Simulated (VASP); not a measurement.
# Lu2Ir2O7 (Fd-3m) in VASP: single point with PBE+U

Aim: the single point of Lu2Ir2O7 with PBE+U.

Program: VASP 6.6.1. These are calculated values, not measurements. Logs are shortened: lines on timing, memory, paths and dates and some standing lists are left out, and cuts for length are marked.

## Step 1: The cell of the first run

Symmetry: Fd-3m, No. 227, cubic system. The conventional cell has a = 10.102 Å, b = 10.102 Å, c = 10.102 Å, α = 90.00°, β = 90.00°, γ = 90.00°. Lu (site symmetry -3m) has 8 O at 2.19 to 2.41 Å within 2.9 Å. Within 2.7 Å of Ir (site symmetry -3m) lie 6 O at 2.00 Å. O (site symmetry 2mm) has 2 Ir at 2.00 Å and 2 Lu at 2.41 Å and 4 O at 2.57 Å within 2.7 Å. Within 2.9 Å of O (site symmetry -43m) lie 4 Lu at 2.19 Å and 6 O at 2.88 Å.

## Step 2: Single point, PBE+U, collinear spin

The input, INCAR:

```
ALGO = Normal ; EDIFF = 1E-7
ENCUT = 520 ; GGA = PE
ISIF = 2 ; ISMEAR = 0
ISPIN = 2 ; KPAR = 4
LASPH = True ; LCHARG = True
LDAU = True ; LDAUJ = 0 0 0
LDAUL = -1 2 -1 ; LDAUPRINT = 1
LDAUTYPE = 2 ; LDAUU = 0 2 0
LMAXMIX = 4 ; LORBIT = 11
LREAL = Auto ; LVHAR = True
LWAVE = False ; MAGMOM = 0 0 0 0 0.48 0.48 0.48 0.48 0 0 0 0 0 0 0 0 0 0 0 0 0 0
NBANDS = 131 ; NELM = 150
PREC = Accurate ; SIGMA = 0.05
```

The input, KPOINTS:

```
k-points
0
Gamma
  4 4 4
```

The input, POSCAR:

```
Lu2Ir2O7
1.0
    0.0000000000      5.0507700000      5.0507700000
    5.0507700000      0.0000000000      5.0507700000
    5.0507700000      5.0507700000      0.0000000000
Lu Ir O
4 4 14
Direct
    0.1250000000      0.6250000000      0.6250000000
    0.6250000000      0.1250000000      0.6250000000
    0.6250000000      0.6250000000      0.1250000000
    0.6250000000      0.6250000000      0.6250000000
    0.6250000000      0.1250000000      0.1250000000
    0.1250000000      0.6250000000      0.1250000000
    0.1250000000      0.1250000000      0.6250000000
    0.1250000000      0.1250000000      0.1250000000
    0.2149066659      0.2149066659      0.7850933341
    0.7850933341      0.7850933341      0.2149066659
    0.2149066659      0.7850933341      0.2149066659
    0.7850933341      0.2149066659      0.7850933341
    0.7850933341      0.2149066659      0.2149066659
    0.2149066659      0.7850933341      0.7850933341
    0.0350933341      0.0350933341      0.4649066659
    0.4649066659      0.4649066659      0.0350933341
    0.0350933341      0.4649066659      0.0350933341
    0.4649066659      0.0350933341      0.4649066659
    0.4649066659      0.0350933341      0.0350933341
    0.0350933341      0.4649066659      0.4649066659
    0.7500000000      0.7500000000      0.7500000000
    0.5000000000      0.5000000000      0.5000000000
```

Potentials or basis: VASP PAW PBE potentials, release 64 (Lu, Ir, O).

Started as:

```
> cat potpaw_PBE.64/Lu/POTCAR potpaw_PBE.64/Ir/POTCAR potpaw_PBE.64/O/POTCAR > POTCAR
> mpirun -np 4 vasp_std > vasp.out
```

OUTCAR:

```text
EDIFF = 1E-7
   ENCUT = 520
   GGA = PE
   ISIF = 2
   ISMEAR = 0
   ISPIN = 2
   LASPH = True
   LORBIT = 11
   LREAL = Auto
   NELM = 150
   PREC = Accurate

 ion  position               nearest neighbor table
   1  0.125  0.625  0.625-  21 2.19  22 2.19  14 2.41  15 2.41  17 2.41  20 2.41   9 2.41  11 2.41
                             7 3.57   4 3.57   6 3.57   3 3.57   6 3.57   8 3.57   2 3.57   7 3.57
   2  0.625  0.125  0.625-  21 2.19  22 2.19  13 2.41  15 2.41  18 2.41  19 2.41   9 2.41  12 2.41
                             7 3.57   4 3.57   5 3.57   3 3.57   5 3.57   8 3.57   1 3.57   3 3.57
   3  0.625  0.625  0.125-  21 2.19  22 2.19  13 2.41  16 2.41  17 2.41  19 2.41  10 2.41  11 2.41
                             6 3.57   4 3.57   5 3.57   1 3.57   2 3.57   4 3.57   2 3.57   5 3.57
   4  0.625  0.625  0.625-  21 2.19  22 2.19  14 2.41  16 2.41  18 2.41  20 2.41  10 2.41  12 2.41
                             3 3.57   1 3.57   2 3.57   3 3.57   5 3.57   6 3.57   2 3.57   5 3.57
   5  0.625  0.125  0.125-  10 2.00  12 2.00  13 2.00  16 2.00  18 2.00  19 2.00   2 3.57   3 3.57
                             2 3.57   4 3.57   3 3.57   4 3.57
   6  0.125  0.625  0.125-  10 2.00  11 2.00  14 2.00  16 2.00  17 2.00  20 2.00   1 3.57   3 3.57
                             1 3.57   4 3.57   3 3.57   4 3.57
   7  0.125  0.125  0.625-   9 2.00  12 2.00  14 2.00  15 2.00  18 2.00  20 2.00   1 3.57   2 3.57
                             1 3.57   4 3.57   2 3.57   4 3.57
   8  0.125  0.125  0.125-   9 2.00  11 2.00  13 2.00  15 2.00  17 2.00  19 2.00   1 3.57   2 3.57
                             1 3.57   3 3.57   2 3.57   3 3.57
   9  0.215  0.215  0.785-   7 2.00   8 2.00   1 2.41   2 2.41
  10  0.785  0.785  0.215-   5 2.00   6 2.00   3 2.41   4 2.41
  11  0.215  0.785  0.215-   6 2.00   8 2.00   1 2.41   3 2.41
  12  0.785  0.215  0.785-   5 2.00   7 2.00   2 2.41   4 2.41
  13  0.785  0.215  0.215-   5 2.00   8 2.00   2 2.41   3 2.41
  14  0.215  0.785  0.785-   6 2.00   7 2.00   1 2.41   4 2.41
  15  0.035  0.035  0.465-   7 2.00   8 2.00   1 2.41   2 2.41
  16  0.465  0.465  0.035-   5 2.00   6 2.00   3 2.41   4 2.41
  17  0.035  0.465  0.035-   6 2.00   8 2.00   1 2.41   3 2.41
  18  0.465  0.035  0.465-   5 2.00   7 2.00   2 2.41   4 2.41
  19  0.465  0.035  0.035-   5 2.00   8 2.00   2 2.41   3 2.41
  20  0.035  0.465  0.465-   6 2.00   7 2.00   1 2.41   4 2.41
  21  0.750  0.750  0.750-   1 2.19   2 2.19   3 2.19   4 2.19
  22  0.500  0.500  0.500-   1 2.19   2 2.19   3 2.19   4 2.19

  LATTYP: Found a face centered cubic cell.
 ALAT       =    10.1015400000

  Lattice vectors:

 A1 = (   0.0000000000,   5.0507700000,   5.0507700000)
 A2 = (   5.0507700000,   0.0000000000,   5.0507700000)
 A3 = (   5.0507700000,   5.0507700000,   0.0000000000)

Analysis of symmetry for initial positions (statically):
[... 354 lines left out ...]
 fundamental gap:      0.0909876692
 Fermi energy:         4.3542316530

 spin component 1

 k-point     1 :       0.0000    0.0000    0.0000
  band No.  band energies     occupation
      1     -50.5742      1.00000
      2     -50.5581      1.00000
      3     -50.5581      1.00000
      4     -50.5581      1.00000
      5     -22.0099      1.00000
      6     -21.5063      1.00000
[... 989 lines left out ...]
    121       8.9028      0.00000
    122       8.9028      0.00000
 Fermi energy:         4.3542316530

 spin component 2

 k-point     1 :       0.0000    0.0000    0.0000
  band No.  band energies     occupation
      1     -50.5658      1.00000
      2     -50.5497      1.00000
      3     -50.5497      1.00000
      4     -50.5497      1.00000
      5     -22.0048      1.00000
      6     -21.4924      1.00000
[... 989 lines left out ...]
    121       8.9490      0.00000
    122       8.9490      0.00000
 [bands above 122 left out]

------------------------ aborting loop because EDIFF is reached ----------------------------------------

  FORCE on cell =-STRESS in cart. coord.  units (eV):
  Direction    XX          YY          ZZ          XY          YZ          ZX
  --------------------------------------------------------------------------------------
  -------------------------------------------------------------------------------------
  Total        6.6747713      6.6747713      6.6747713      0.0000000     -0.0000000      0.0000000
  in kB       41.4996277     41.4996277     41.4996277      0.0000000     -0.0000000      0.0000000
  external PRESSURE =      41.4996277 kB  Pullay stress =       0.0000000 kB

 VOLUME and BASIS-vectors are now :
 -----------------------------------------------------------------------------
  energy-cutoff  :      520.00
  volume of cell :      257.69
      direct lattice vectors                 reciprocal lattice vectors
     0.000000000  5.050770000  5.050770000    -0.098994807  0.098994807  0.098994807
     5.050770000  0.000000000  5.050770000     0.098994807 -0.098994807  0.098994807
     5.050770000  5.050770000  0.000000000     0.098994807  0.098994807 -0.098994807

 POSITION                                       TOTAL-FORCE (eV/Angst)
 -----------------------------------------------------------------------------------
      6.31346      3.78808      3.78808        -0.000000     -0.000000     -0.000000
      3.78808      6.31346      3.78808        -0.000000     -0.000000     -0.000000
      3.78808      3.78808      6.31346        -0.000000     -0.000000     -0.000000
      6.31346      6.31346      6.31346        -0.000000     -0.000000     -0.000000
      1.26269      3.78808      3.78808        -0.000000     -0.000000     -0.000000
      3.78808      1.26269      3.78808        -0.000000     -0.000000     -0.000000
[... 14 lines left out ...]
      7.57615      7.57615      7.57615         0.000000     -0.000000     -0.000000
      5.05077      5.05077      5.05077        -0.000000     -0.000000     -0.000000
 -----------------------------------------------------------------------------------
    total drift:                               -0.000000     -0.000000      0.000000

  FREE ENERGIE OF THE ION-ELECTRON SYSTEM (eV)
  ---------------------------------------------------
  free  energy   TOTEN  =      -160.2834872980 eV

  energy  without entropy=     -160.2768180500  energy(sigma->0) =     -160.28015267

 total charge

# of ion       s       p       d       f       tot
--------------------------------------------------
    1        2.203   6.116   0.777  14.142  23.237
    2        2.203   6.116   0.777  14.142  23.237
    3        2.203   6.116   0.777  14.142  23.237
    4        2.203   6.116   0.777  14.142  23.237
    5        0.614   0.807   6.941   0.000   8.361
    6        0.614   0.807   6.941   0.000   8.361
[... 14 lines left out ...]
   21        1.560   3.548   0.000   0.000   5.108
   22        1.560   3.548   0.000   0.000   5.108
--------------------------------------------------
tot         33.081  76.372  30.870  56.570 196.893

 magnetization (x)

# of ion       s       p       d       f       tot
--------------------------------------------------
    1        0.008   0.007   0.007   0.004   0.026
    2        0.008   0.007   0.007   0.004   0.026
    3        0.008   0.007   0.007   0.004   0.026
    4        0.008   0.007   0.007   0.004   0.026
    5        0.006   0.006   0.686   0.000   0.698
    6        0.006   0.006   0.686   0.000   0.698
[... 14 lines left out ...]
   21        0.000   0.004   0.000   0.000   0.004
   22        0.000   0.004   0.000   0.000   0.004
--------------------------------------------------
tot          0.070   1.027   2.773   0.016   3.886
```

OSZICAR:

```text
N       E                     dE             d eps       ncg     rms          rms(c)
DAV:   1     0.428551478546E+04    0.42855E+04   -0.69102E+04  7237   0.514E+03
DAV:   2     0.116912187742E+04   -0.31164E+04   -0.28877E+04  5467   0.136E+03
[... 10 lines left out ...]
DAV:  13    -0.160283443380E+03   -0.12909E-03   -0.73195E-04  6136   0.232E-01    0.105E-01
DAV:  14    -0.160283464510E+03   -0.21130E-04   -0.23964E-04  5600   0.761E-02    0.490E-02
DAV:  15    -0.160283487860E+03   -0.23350E-04   -0.12364E-04  5856   0.517E-02    0.213E-02
DAV:  16    -0.160283488563E+03   -0.70246E-06   -0.26555E-05  6320   0.317E-02    0.125E-02
DAV:  17    -0.160283487583E+03    0.97999E-06   -0.98860E-06  6584   0.155E-02    0.550E-03
DAV:  18    -0.160283487300E+03    0.28269E-06   -0.19252E-06  5680   0.933E-03    0.259E-03
DAV:  19    -0.160283487298E+03    0.19281E-08   -0.94203E-07  4272   0.423E-03
   1 F= -.16028349E+03 E0= -.16028015E+03  d E =-.666925E-02  mag=     4.0000
```

Wall time 8.9 min (4 MPI ranks of Intel Xeon Platinum 8375C at 2.90GHz (Ice Lake), shared host); peak memory 0.79 GiB.

What came out:

* Free energy: -160.2835 eV
* Pressure: 4.1 GPa
* Band gap on the k mesh: zero (filled and empty bands overlap)
* Net moment: 4.00 μB per cell
* Site moments: Lu +0.03; Ir +0.70; O +0.08, +0.00 (each value once) μB
* Valence electrons inside the program's atomic spheres: Lu 23.24; Ir 8.36; O 5.02, 5.11 (each value once)

Levels at points of the mesh, in eV from the Fermi level:
Spin up:
| k point | band 109 | band 110 | band 111 | band 112 | band 113 | band 114 | band 115 | band 116 |
| --- | --- | --- | --- | --- | --- | --- | --- | --- |
| (0.00, 0.00, 0.00) | -1.17 | -0.65 | -0.65 | -0.65 | 2.39 | 2.39 | 2.98 | 2.98 |
| (0.50, 0.00, 0.00) | -0.81 | -0.43 | -0.43 | -0.37 | 2.91 | 2.91 | 3.13 | 3.37 |
| (0.50, 0.50, 0.00) | -0.77 | -0.77 | -0.13 | -0.13 | 2.90 | 2.90 | 3.29 | 3.29 |
Spin down:
```csv
k point,band 105,band 106,band 107,band 108,band 109,band 110,band 111,band 112,band 113,band 114
"(0.00, 0.00, 0.00)",-1.35,-1.35,-0.26,-0.26,-0.26,0.36,0.36,0.36,2.68,2.68
"(0.50, 0.00, 0.00)",-0.51,-0.23,-0.23,-0.09,-0.09,0.53,0.53,0.58,3.19,3.19
"(0.50, 0.50, 0.00)",-0.29,-0.29,-0.25,-0.25,0.00,0.00,0.82,0.82,3.14,3.14
```

Eigenvalues of the final occupation matrices:
| site | spin | trace | eigenvalues |
| --- | --- | --- | --- |
| site 5 d | 1 | 3.85 | 0.50 0.50 0.93 0.96 0.96 |
| site 5 d | 2 | 3.16 | 0.49 0.49 0.63 0.63 0.92 |
| site 6 d | 1 | 3.85 | 0.50 0.50 0.93 0.96 0.96 |
| site 6 d | 2 | 3.16 | 0.49 0.49 0.63 0.63 0.92 |
| site 7 d | 1 | 3.85 | 0.50 0.50 0.93 0.96 0.96 |
| site 7 d | 2 | 3.16 | 0.49 0.49 0.63 0.63 0.92 |
| site 8 d | 1 | 3.85 | 0.50 0.50 0.93 0.96 0.96 |
| site 8 d | 2 | 3.16 | 0.49 0.49 0.63 0.63 0.92 |

Caveat: the cell stands under pressure; spin-orbit coupling is left out, which moves the levels of the heavy elements.
